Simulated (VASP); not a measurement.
# NaH (Fm-3m) in VASP: a series of runs, part 2 of 2

VASP 6.6.1. Earlier steps stand in the parts before.

**5. Single point, HSE06**

Contents of POSCAR:

```
NaH
1.0
    0.0000000000      2.3975122873      2.3975122873
    2.3975122873      0.0000000000      2.3975122873
    2.3975122873      2.3975122873      0.0000000000
Na H
1 1
Direct
    0.0000000000      0.0000000000      0.0000000000
    0.5000000000      0.5000000000      0.5000000000
```

Contents of INCAR.step1:

```
SYSTEM = NaH
PREC = Accurate ; ENCUT = 400
EDIFF = 1E-5 ; ISMEAR = 0
SIGMA = 0.01 ; LREAL = .FALSE.
LASPH = .TRUE. ; NELM = 120
ALGO = Normal ; ISIF = 2
LWAVE = .TRUE. ; NBANDS = 11
GGA = PE ; GGA_COMPAT = .FALSE.
```

Contents of INCAR.step2:

```
SYSTEM = NaH
PREC = Accurate ; ENCUT = 400
EDIFF = 1E-6 ; ISMEAR = 0
SIGMA = 0.01 ; LREAL = .FALSE.
LASPH = .TRUE. ; NELM = 120
ALGO = Normal ; ISIF = 2
LWAVE = .FALSE. ; LCHARG = .TRUE.
GGA = PE ; LHFCALC = .TRUE.
HFSCREEN = 0.2079 ; PRECFOCK = Normal
LELF = .TRUE. ; LVHAR = .TRUE.
NBANDS = 11 ; ISTART = 1
GGA_COMPAT = .FALSE.
```

Contents of KPOINTS:

```
regular mesh
0
G
  4 4 4
  0 0 0
```

Started as:

```console
$ cat potpaw_PBE.64/Na_pv/POTCAR potpaw_PBE.64/H/POTCAR > POTCAR
$ cp INCAR.step1 INCAR
$ mpirun -np 1 vasp_std > vasp.out
$ cp INCAR.step2 INCAR
$ mpirun -np 1 vasp_std > vasp.out
```

Run time: 39 s. Hardware: 1 thread of Intel Xeon Platinum 8375C at 2.90GHz (Ice Lake), shared host; peak memory 0.23 GiB.

Results (log left out):

```yaml
Free_energy: -5.7607 eV
Pressure: -0.3 GPa
Band_gap_on_the_k_mesh: 4.84 eV (least direct gap 5.81 eV)
```

Levels at points of the mesh, in eV from the valence-band top:
```csv
k point,band 2,band 3,band 4,band 5,band 6,band 7
"(0.00, 0.00, 0.00)",-24.35,-24.35,-4.03,12.18,17.17,17.17
"(0.50, 0.00, 0.00)",-24.36,-24.36,-0.97,4.84,12.32,14.94
"(0.50, 0.50, 0.00)",-24.38,-24.38,-0.19,5.71,11.34,12.13
```

Caveat: the k points lie up to 0.57 Å⁻¹ apart; the PAW data sets were made with another functional, which shifts forces and pressure a little.

**6. Single point, HSE06**

POSCAR is that of step 5.

Contents of INCAR.step1:

```
PREC     = Accurate       # precision mode
ENCUT    = 400            # plane-wave cutoff, eV
EDIFF    = 1E-5           # SCF threshold, eV
ISMEAR   = 0              # smearing method
SIGMA    = 0.5            # smearing width, eV
LREAL    = False          # projectors in reciprocal space
LASPH    = True           # aspherical terms in the spheres
NELM     = 120            # most SCF steps
ALGO     = Normal         # electronic algorithm
ISIF     = 2              # what is computed and relaxed
LWAVE    = True           # write WAVECAR
LCHARG   = False          # write CHGCAR
GGA      = PE             # functional
NBANDS   = 11             # bands
GGA_COMPAT= False
```

Contents of INCAR.step2:

```
PREC     = Accurate       # precision mode
ENCUT    = 400            # plane-wave cutoff, eV
EDIFF    = 1E-6           # SCF threshold, eV
ISMEAR   = 0              # smearing method
SIGMA    = 0.5            # smearing width, eV
LREAL    = False          # projectors in reciprocal space
LASPH    = True           # aspherical terms in the spheres
NELM     = 120            # most SCF steps
ALGO     = Normal         # electronic algorithm
ISIF     = 2              # what is computed and relaxed
LWAVE    = False          # write WAVECAR
LCHARG   = False          # write CHGCAR
GGA      = PE             # functional
LHFCALC  = True           # exact exchange
HFSCREEN = 0.2079         # screening, 1/A
PRECFOCK = Normal       
ISTART   = 1            
NBANDS   = 11             # bands
GGA_COMPAT= False
```

Contents of KPOINTS:

```
regular mesh
0
Gamma
  4 4 4
```

Potentials or basis: VASP PAW PBE potentials, release 64 (Na_pv, H).

Started as:

```console
$ cat potpaw_PBE.64/Na_pv/POTCAR potpaw_PBE.64/H/POTCAR > POTCAR
$ cp INCAR.step1 INCAR
$ mpirun -np 1 vasp_std > vasp.out
$ cp INCAR.step2 INCAR
$ mpirun -np 1 vasp_std > vasp.out
```

OUTCAR:

```text
PREC = Accurate
   ENCUT = 400
   EDIFF = 1E-6
   ISMEAR = 0
   LREAL = False
   LASPH = True
   NELM = 120
   ISIF = 2
   GGA = PE
   LHFCALC = True
   HFSCREEN = 0.2079
   PRECFOCK = Normal
   ISTART = 1

 ion  position               nearest neighbor table
   1  0.000  0.000  0.000-
   2  0.500  0.500  0.500-

  LATTYP: Found a face centered cubic cell.
 ALAT       =     4.7950245746

  Lattice vectors:

 A1 = (   0.0000000000,   2.3975122873,   2.3975122873)
 A2 = (   2.3975122873,   0.0000000000,   2.3975122873)
 A3 = (   2.3975122873,   2.3975122873,   0.0000000000)

Analysis of symmetry for initial positions (statically):
=====================================================================
 Subroutine PRICEL returns:
 Original cell was already a primitive cell.

 Routine SETGRP: Setting up the symmetry group for a
 face centered cubic supercell.

 Subroutine GETGRP returns: Found 48 space group operations
 (whereof 48 operations were pure point group operations)
 out of a pool of 48 trial point group operations.

The static configuration has the point symmetry O_h .

Analysis of symmetry for dynamics (positions and initial velocities):
=====================================================================
 Subroutine PRICEL returns:
 Original cell was already a primitive cell.

 Routine SETGRP: Setting up the symmetry group for a
 face centered cubic supercell.

 Subroutine GETGRP returns: Found 48 space group operations
 (whereof 48 operations were pure point group operations)
 out of a pool of 48 trial point group operations.

The dynamic configuration has the point symmetry O_h .

 Subroutine INISYM returns: Found 48 space group operations
 (whereof 48 operations are pure point group operations),
 and found     1 'primitive' translations

----------------------------------------------------------------------------------------

                                     Primitive cell

  volume of cell :      27.5621

  direct lattice vectors                    reciprocal lattice vectors
     0.000000000  2.397512287  2.397512287    -0.208549505  0.208549505  0.208549505
     2.397512287  0.000000000  2.397512287     0.208549505 -0.208549505  0.208549505
     2.397512287  2.397512287  0.000000000     0.208549505  0.208549505 -0.208549505

  length of vectors
     3.390594393  3.390594393  3.390594393     0.361218338  0.361218338  0.361218338

  position of ions in fractional coordinates (direct lattice)
     0.000000000  0.000000000  0.000000000
     0.500000000  0.500000000  0.500000000

  ion indices of the primitive-cell ions
   primitive index   ion index
                 1           1
                 2           2

----------------------------------------------------------------------------------------

 KPOINTS: regular mesh

Automatic generation of k-mesh.
 Grid dimensions read from file:
 generate k-points for:    4    4    4

 Generating k-lattice:

  Cartesian coordinates                     Fractional coordinates (reciprocal lattice)
    -0.052137376  0.052137376  0.052137376     0.250000000  0.000000000  0.000000000
[... 29 lines left out ...]
   ions per type =               1   1
   NGX,Y,Z   is equivalent  to a cutoff of  11.77, 11.77, 11.77 a.u.
   NGXF,Y,Z  is equivalent  to a cutoff of  23.54, 23.54, 23.54 a.u.
 SYSTEM =  unknown system
   PREC   = accura    normal or accurate (medium, high low for compatibility)
   ISTART =      1    job   : 0-new  1-cont  2-samecut
   ICHARG =      0    charge: 1-file 2-atom 10-const
   ISPIN  =      1    spin polarized calculation?
   LNONCOLLINEAR =      F non collinear calculations
   LSORBIT =      F    spin-orbit coupling
   LASPH  =      T    aspherical Exc in radial PAW
   ENCUT  =  400.0 eV  29.40 Ry    5.42 a.u.   5.53  5.53  5.53*2*pi/ulx,y,z
   NELM   =    120;   NELMIN=  2; NELMDL=  0     # of ELM steps
   EDIFF  = 0.1E-05   stopping-criterion for ELM
   LREAL  =      F    real-space projection
   EDIFFG = 0.1E-04   stopping-criterion for IOM
   NSW    =      0    number of steps for IOM
   IBRION =     -1    ionic relax: 0-MD 1-quasi-New 2-CG
   NFREE  =      0    steps in history (QN), initial steepest desc. (CG)
   ISIF   =      2    stress and relaxation
   ISYM   =      3    0-nonsym 1-usesym 2-fastsym
   POTIM  = 0.5000    time-step for ionic-motion
   TEBEG  =    0.0;   TEEND  =   0.0 temperature during run
   PSTRESS=    0.0 pullay stress
   NELECT =       8.0000    total number of electrons
   NUPDOWN=      -1.0000    fix difference up-down
   EMIN   =  10.00;   EMAX   =-10.00  energy-range for DOS
   EFERMI =   0.00;   METHOD = LEGACY
   ISMEAR =     0;   SIGMA  =   0.50  broadening in eV -4-tet -1-fermi 0-gaus
   EFERMI_NEDOS =   21; number of points for ismear=-14 and -15
   IALGO  =     38    algorithm
   IMIX   =      1    mixing-type and parameters
     AMIX     =   0.40;   BMIX     =  1.00
     AMIX_MAG =   1.60;   BMIX_MAG =  1.00
  volume/ion in A,a.u.               =      13.78        93.00
  Fermi-wavevector in a.u.,A,eV,Ry     =   1.083929  2.048328 15.985500  1.174901
  Thomas-Fermi vector in A             =   2.220006
   LORBIT       =      0    0 simple, 1 ext, 2 COOP (PROOUT), +10 PAW based schemes
   GGA     = PE    functional components
   LHFCALC =     T    Hartree Fock is set to
   PRECFOCK=normal    Normal, Fast or Accurate (Low or Medium for compatibility)
   ENCUT4O =  -1.0   cutoff for four orbital integrals eV
   NKREDX  =     1    reduce k-point grid by
   NKREDY  =     1    reduce k-point grid by
   NKREDZ  =     1    reduce k-point grid by
   AEXX    =    0.2500 exact exchange contribution
   HFSCREEN=    0.2079 screening length (either q_TF or 0.3 A-1)
   HFSCREENC=   0.2079 screening length for correlation (either q_TF or 0.3 A-1)
   ENCUTFOCK=  -1.0 apply spherical cutoff to Coloumb kernel
   IVDW    =     0    specifies the selected vdW correction
   LEPSILON=     F    determine dielectric tensor
   LRPA    =     F    only Hartree local field effects (RPA)
 non-spin polarized calculation
 Gauss-broadening in eV      SIGMA  =   0.50
  energy-cutoff  :      400.00
  volume of cell :       27.56
 maximum number of plane-waves:       531
 NGX is ok and might be reduce to    24
  NGX = 18; NGY = 18; NGZ = 18

 number of electron       8.0000004 magnetization

 Free energy of the ion-electron system (eV)
  ---------------------------------------------------
  ext. energy  EPLUGINS =         0.00000000
  ---------------------------------------------------
  free energy    TOTEN  =        -5.76069256 eV

  energy without entropy =       -5.76069256  energy(sigma->0) =       -5.76069256

 E-fermi :   0.4691     XC(G=0):  -6.5802

 val. band max:       -1.7788937629   @ k =  -0.2500   0.5000   0.2500
 cond. band min:       3.0617714822   @ k =   0.5000   0.0000   0.0000
 fundamental gap:      4.8406652451
 Fermi energy:         0.4691351348

 k-point     1 :       0.0000    0.0000    0.0000
  band No.  band energies     occupation
      1     -26.1307      2.00000
      2     -26.1307      2.00000
      3     -26.1307      2.00000
      4      -5.8073      2.00000
      5      10.4042      0.00000
      6      15.3929      0.00000
      7      15.3929      0.00000
      8      15.3929      0.00000
      9      16.4572      0.00000
     10      16.4572      0.00000
     11      16.4572      0.00000
[... 85 lines left out ...]
 k-point     8 :      -0.2500    0.5000    0.2500
  band No.  band energies     occupation
      1     -26.1869      2.00000
      2     -26.1869      2.00000
      3     -26.1645      2.00000
      4      -1.7789      2.00000
      5       5.4152      0.00000
      6       5.4152      0.00000
      7       8.0088      0.00000
      8      16.4853      0.00000
      9      17.6482      0.00000
     10      17.6482      0.00000
     11      19.4646      0.00000

------------------------ aborting loop because EDIFF is reached ----------------------------------------

  FORCE on cell =-STRESS in cart. coord.  units (eV):
  Direction    XX          YY          ZZ          XY          YZ          ZX
  --------------------------------------------------------------------------------------
  -------------------------------------------------------------------------------------
  Total       -0.0561461     -0.0561461     -0.0561461      0.0000000      0.0000000     -0.0000000
  in kB       -3.2637558     -3.2637558     -3.2637558      0.0000000      0.0000000     -0.0000000
  external PRESSURE =      -3.2637558 kB  Pullay stress =       0.0000000 kB

 VOLUME and BASIS-vectors are now :
 -----------------------------------------------------------------------------
  energy-cutoff  :      400.00
  volume of cell :       27.56
      direct lattice vectors                 reciprocal lattice vectors
     0.000000000  2.397512287  2.397512287    -0.208549505  0.208549505  0.208549505
     2.397512287  0.000000000  2.397512287     0.208549505 -0.208549505  0.208549505
     2.397512287  2.397512287  0.000000000     0.208549505  0.208549505 -0.208549505

 POSITION                                       TOTAL-FORCE (eV/Angst)
 -----------------------------------------------------------------------------------
      0.00000      0.00000      0.00000         0.000000      0.000000     -0.000000
      2.39751      2.39751      2.39751         0.000000      0.000000      0.000000
 -----------------------------------------------------------------------------------
    total drift:                                0.000000      0.000000      0.000000

  FREE ENERGIE OF THE ION-ELECTRON SYSTEM (eV)
  ---------------------------------------------------
  free  energy   TOTEN  =        -5.7606925637 eV

  energy  without entropy=       -5.7606925637  energy(sigma->0) =       -5.76069256
```

It took 40 s on 1 thread of Intel Xeon Platinum 8375C at 2.90GHz (Ice Lake), shared host; peak memory 0.23 GiB.

What came out:

```yaml
Free_energy: -5.7607 eV
Pressure: -0.3 GPa
Band_gap_on_the_k_mesh: 4.84 eV (least direct gap 5.81 eV)
```

Caveat: the k points lie up to 0.57 Å⁻¹ apart; the PAW data sets were made with another functional, which shifts forces and pressure a little.

**7. Overview**

```tsv
level	smearing	share of exact exchange	screening parameter	gap on the mesh (eV)	pressure (GPa)
PBE-based screened hybrid with 10 % exact exchange	gaussian 0.01 eV	0.1	0.2078 1/Å	4.21	0.1
PBE-based screened hybrid with 75 % exact exchange	gaussian 0.01 eV	0.75	0.5 1/Å	5.33	-0.9
PBE-based screened hybrid with 100 % exact exchange	gaussian 0.01 eV	1	0.3 1/Å	7.28	-1.4
HSE06	gaussian 0.01 eV	0.25	0.2079 1/Å	4.84	-0.3
HSE06	gaussian 0.5 eV	0.25	0.2079 1/Å	4.84	-0.3
```

Alike in all rows: task single point; potentials or basis VASP PAW PBE potentials, release 64 (Na_pv, H); no spin polarisation; cell as given; k mesh 4 × 4 × 4; cutoff (eV) 400.

Caveats: all runs use coarse meshes; the PAW data sets were made with another functional, which shifts forces and pressure a little.

Total energies depend on the potentials used, so only differences within one code and one set of settings carry meaning.
